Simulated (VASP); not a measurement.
# Sb (P2_1/m) in VASP: a series of runs, part 2 of 2

VASP 6.6.1. The steps go on from the part before.

## 3. Single point, r2SCAN

This run uses another cell than the first one, of 31.10 Å³/atom, 1.040 times its volume.

Input file POSCAR:

```
Sb
1.0
    3.1634909488      0.0000000000      0.0000000000
    0.0000000000      4.4047287450      0.0000000000
   -0.0394270982      0.0000000000      4.4638303856
Sb
2
Direct
    0.0113890000      0.2500000000      0.2411660000
    0.9886110000      0.7500000000      0.7588340000
```

Input file INCAR.step1:

```
ALGO     = Normal         # electronic algorithm
EDIFF    = 1E-4           # SCF threshold, eV
ENCUT    = 520            # plane-wave cutoff, eV
GGA      = PE             # functional
ISMEAR   = -1             # smearing method
LASPH    = T              # aspherical terms in the spheres
LCHARG   = F              # write CHGCAR
LREAL    = F              # projectors in reciprocal space
LWAVE    = T              # write WAVECAR
NBANDS   = 12             # bands
NELM     = 80             # most SCF steps
PREC     = Accurate       # precision mode
SIGMA    = 0.05           # smearing width, eV
```

Input file INCAR.step2:

```
ALGO     = Normal         # electronic algorithm
EDIFF    = 1E-7           # SCF threshold, eV
ENCUT    = 520            # plane-wave cutoff, eV
ISIF     = 2              # what is computed and relaxed
ISMEAR   = -1             # smearing method
ISTART   = 1            
LASPH    = T              # aspherical terms in the spheres
LCHARG   = T              # write CHGCAR
LELF     = T              # ELF
LMIXTAU  = T            
LREAL    = F              # projectors in reciprocal space
LVHAR    = T            
LWAVE    = F              # write WAVECAR
METAGGA  = R2SCAN         # meta-GGA
NBANDS   = 12             # bands
NELM     = 80             # most SCF steps
PREC     = Accurate       # precision mode
SIGMA    = 0.05           # smearing width, eV
```

Input file KPOINTS:

```
k-points
0
Gamma
  9 6 6
```

Potentials or basis: VASP PAW PBE potentials, release 64 (Sb).

Command:

```
cat potpaw_PBE.64/Sb/POTCAR > POTCAR
cp INCAR.step1 INCAR
mpirun -np 1 vasp_std > vasp.out
cp INCAR.step2 INCAR
mpirun -np 1 vasp_std > vasp.out
```

OUTCAR:

```text
EDIFF = 1E-7
   ENCUT = 520
   ISIF = 2
   ISMEAR = -1
   ISTART = 1
   LASPH = T
   LREAL = F
   METAGGA = R2SCAN
   NELM = 80
   PREC = Accurate

 ion  position               nearest neighbor table
   1  0.011  0.250  0.241-   2 3.08   2 3.08   2 3.19   2 3.19
   2  0.989  0.750  0.759-   1 3.08   1 3.08   1 3.19   1 3.19

  LATTYP: Found a simple monoclinic cell.
 ALAT       =     3.1634909488
 B/A-ratio  =     1.3923633152
 C/A-ratio  =     1.4111007668
 COS(beta)  =    -0.0088322263

  Lattice vectors:

 A1 = (   3.1634909488,   0.0000000000,   0.0000000000)
 A2 = (   0.0000000000,   4.4047287450,   0.0000000000)
 A3 = (  -0.0394270982,   0.0000000000,   4.4638303856)

Analysis of symmetry for initial positions (statically):
=====================================================================
 Subroutine PRICEL returns:
 Original cell was already a primitive cell.

 Routine SETGRP: Setting up the symmetry group for a
 simple monoclinic supercell.

 Subroutine GETGRP returns: Found  4 space group operations
 (whereof  2 operations were pure point group operations)
 out of a pool of  4 trial point group operations.

The static configuration has the point symmetry S_2 .
 The point group associated with its full space group is C_2h.

Analysis of symmetry for dynamics (positions and initial velocities):
=====================================================================
 Subroutine PRICEL returns:
 Original cell was already a primitive cell.

 Routine SETGRP: Setting up the symmetry group for a
 simple monoclinic supercell.

 Subroutine GETGRP returns: Found  4 space group operations
 (whereof  2 operations were pure point group operations)
 out of a pool of  4 trial point group operations.

The dynamic configuration has the point symmetry S_2 .
 The point group associated with its full space group is C_2h.

 Subroutine INISYM returns: Found  4 space group operations
 (whereof  2 operations are pure point group operations),
 and found     1 'primitive' translations

----------------------------------------------------------------------------------------

                                     Primitive cell

  volume of cell :      62.2004

  direct lattice vectors                    reciprocal lattice vectors
     3.163490949  0.000000000  0.000000000     0.316106484  0.000000000  0.002792033
     0.000000000  4.404728745  0.000000000     0.000000000  0.227028736  0.000000000
    -0.039427098  0.000000000  4.463830386     0.000000000  0.000000000  0.224022849

  length of vectors
     3.163490949  4.404728745  4.464004504     0.316118814  0.227028736  0.224022849

  position of ions in fractional coordinates (direct lattice)
     0.011389000  0.250000000  0.241166000
     0.988611000  0.750000000  0.758834000

  ion indices of the primitive-cell ions
   primitive index   ion index
                 1           1
                 2           2

----------------------------------------------------------------------------------------

 KPOINTS: k-points

Automatic generation of k-mesh.
[... 26 lines left out ...]
  0.333333  0.000000  0.000000      2.000000
  0.444444  0.000000 -0.000000      2.000000
  0.000000  0.166667  0.000000      2.000000
[... 16 lines left out ...]
  0.222222  0.000000  0.166667      2.000000
  0.333333  0.000000  0.166667      2.000000
 [... further k-points ...]
   k-points           NKPTS =    112   k-points in BZ     NKDIM =    112   number of bands    NBANDS=     12
   number of dos      NEDOS =    301   number of ions     NIONS =      2
   total plane-waves  NPLWV =  31104
   dimension x,y,z NGX =    24 NGY =   36 NGZ =   36
   dimension x,y,z NGXF=    48 NGYF=   72 NGZF=   72
   ions per type =               2
   NGX,Y,Z   is equivalent  to a cutoff of  12.61, 13.59, 13.41 a.u.
   NGXF,Y,Z  is equivalent  to a cutoff of  25.22, 27.17, 26.81 a.u.
 SYSTEM =  unknown system
   PREC   = accura    normal or accurate (medium, high low for compatibility)
   ISTART =      1    job   : 0-new  1-cont  2-samecut
   ICHARG =      0    charge: 1-file 2-atom 10-const
   ISPIN  =      1    spin polarized calculation?
   LNONCOLLINEAR =      F non collinear calculations
   LSORBIT =      F    spin-orbit coupling
   LASPH  =      T    aspherical Exc in radial PAW
   ENCUT  =  520.0 eV  38.22 Ry    6.18 a.u.   5.88  8.19  8.30*2*pi/ulx,y,z
   NELM   =     80;   NELMIN=  2; NELMDL=  0     # of ELM steps
   EDIFF  = 0.1E-06   stopping-criterion for ELM
   LREAL  =      F    real-space projection
   EDIFFG = 0.1E-05   stopping-criterion for IOM
   NSW    =      0    number of steps for IOM
   IBRION =     -1    ionic relax: 0-MD 1-quasi-New 2-CG
   NFREE  =      0    steps in history (QN), initial steepest desc. (CG)
   ISIF   =      2    stress and relaxation
   ISYM   =      2    0-nonsym 1-usesym 2-fastsym
   POTIM  = 0.5000    time-step for ionic-motion
   TEBEG  =    0.0;   TEEND  =   0.0 temperature during run
   PSTRESS=    0.0 pullay stress
   NELECT =      10.0000    total number of electrons
   NUPDOWN=      -1.0000    fix difference up-down
   EMIN   =  10.00;   EMAX   =-10.00  energy-range for DOS
   EFERMI =   0.00;   METHOD = LEGACY
   ISMEAR =    -1;   SIGMA  =   0.05  broadening in eV -4-tet -1-fermi 0-gaus
   EFERMI_NEDOS =   21; number of points for ismear=-14 and -15
   IALGO  =     38    algorithm
   IMIX   =      4    mixing-type and parameters
     AMIX     =   0.40;   BMIX     =  1.00
     AMIX_MAG =   1.60;   BMIX_MAG =  1.00
  volume/ion in A,a.u.               =      31.10       209.87
  Fermi-wavevector in a.u.,A,eV,Ry     =   0.890178  1.682193 10.781494  0.792417
  Thomas-Fermi vector in A             =   2.011835
   LORBIT       =      0    0 simple, 1 ext, 2 COOP (PROOUT), +10 PAW based schemes
   METAGGA = R2SCAN    functional components
   LHFCALC =     F    Hartree Fock is set to
   AEXX    =    0.0000 exact exchange contribution
   IVDW    =     0    specifies the selected vdW correction
   LEPSILON=     F    determine dielectric tensor
   LRPA    =     F    only Hartree local field effects (RPA)
 non-spin polarized calculation
  energy-cutoff  :      520.00
  volume of cell :       62.20
 maximum number of plane-waves:      1698
   NGX = 11   NGY = 17   NGZ = 17

 number of electron       9.9999999 magnetization

 Free energy of the ion-electron system (eV)
  ---------------------------------------------------
  ext. energy  EPLUGINS =         0.00000000
  ---------------------------------------------------
  free energy    TOTEN  =       -51.23118917 eV

  energy without entropy =      -51.21755301  energy(sigma->0) =      -51.22437109

 E-fermi :   6.6674     XC(G=0):  -9.9245

 val. band max:        6.6651303874   @ k =  -0.3333   0.0000   0.1667
 cond. band min:       6.6772920756   @ k =  -0.4444   0.3333   0.1667
 fundamental gap:      0.0121616882
 Fermi energy:         6.6673891067

 k-point     1 :       0.0000    0.0000    0.0000
  band No.  band energies     occupation
      1      -6.1233      2.00000
      2      -1.0187      2.00000
      3       2.8950      2.00000
      4       3.0236      2.00000
      5       9.0718      0.00000
      6       9.6955      0.00000
      7       9.9233      0.00000
      8      10.1051      0.00000
      9      13.4481      0.00000
     10      13.8186      0.00000
     11      13.9953      0.00000
     12      15.4253      0.00000
[... 331 lines left out ...]
 k-point    24 :       0.3333    0.0000    0.1667
  band No.  band energies     occupation
      1      -4.4479      2.00000
      2      -0.1746      2.00000
      3       2.9534      2.00000
      4       4.5145      2.00000
      5       4.7290      2.00000
      6       6.7278      0.45968
      7      10.0039      0.00000
      8      10.2790      0.00000
      9      11.4753      0.00000
     10      13.1184      0.00000
     11      13.4127      0.00000
     12      16.4879      0.00000

 [... further k-points ...]

------------------------ aborting loop because EDIFF is reached ----------------------------------------

  FORCE on cell =-STRESS in cart. coord.  units (eV):
  Direction    XX          YY          ZZ          XY          YZ          ZX
  --------------------------------------------------------------------------------------
  -------------------------------------------------------------------------------------
  Total       -0.8859123     -1.1889855     -1.1301203      0.0000000      0.0000000      0.0312499
  in kB      -22.8195927    -30.6262410    -29.1099725      0.0000000      0.0000000      0.8049437
  external PRESSURE =     -27.5186021 kB  Pullay stress =       0.0000000 kB

 VOLUME and BASIS-vectors are now :
 -----------------------------------------------------------------------------
  energy-cutoff  :      520.00
  volume of cell :       62.20
      direct lattice vectors                 reciprocal lattice vectors
     3.163490949  0.000000000  0.000000000     0.316106484  0.000000000  0.002792033
     0.000000000  4.404728745  0.000000000     0.000000000  0.227028736  0.000000000
    -0.039427098  0.000000000  4.463830386     0.000000000  0.000000000  0.224022849

 POSITION                                       TOTAL-FORCE (eV/Angst)
 -----------------------------------------------------------------------------------
      0.02652      1.10118      1.07652        -0.046115      0.000000     -0.044305
      3.09754      3.30355      3.38731         0.046115      0.000000      0.044305
 -----------------------------------------------------------------------------------
    total drift:                                0.000000     -0.000000      0.000000

  FREE ENERGIE OF THE ION-ELECTRON SYSTEM (eV)
  ---------------------------------------------------
  free  energy   TOTEN  =       -51.2311891653 eV

  energy  without entropy=      -51.2175530146  energy(sigma->0) =      -51.22437109
```

Wall time 5.6 min (1 thread of Intel Xeon 8259CL, shared host); peak memory 0.22 GiB.

Results:

* Free energy: -51.2312 eV
* Pressure: -2.8 GPa
* Largest force: 0.064 eV/Å
* Band gap on the k mesh: zero (band 5 reaches 11.71 eV, above the bottom of band 6 at 3.25 eV)

Forces on the atoms (eV/Å):
```
Sb  -0.046  0.000 -0.044
Sb   0.046  0.000  0.044
```

Stress tensor (GPa, compression positive):
```
-2.28  0.00  0.08
 0.00 -3.06  0.00
 0.08  0.00 -2.91
```

Caveat: the PAW data sets were made with another functional, which shifts forces and pressure a little; spin-orbit coupling is left out, which moves the levels of the heavy elements.
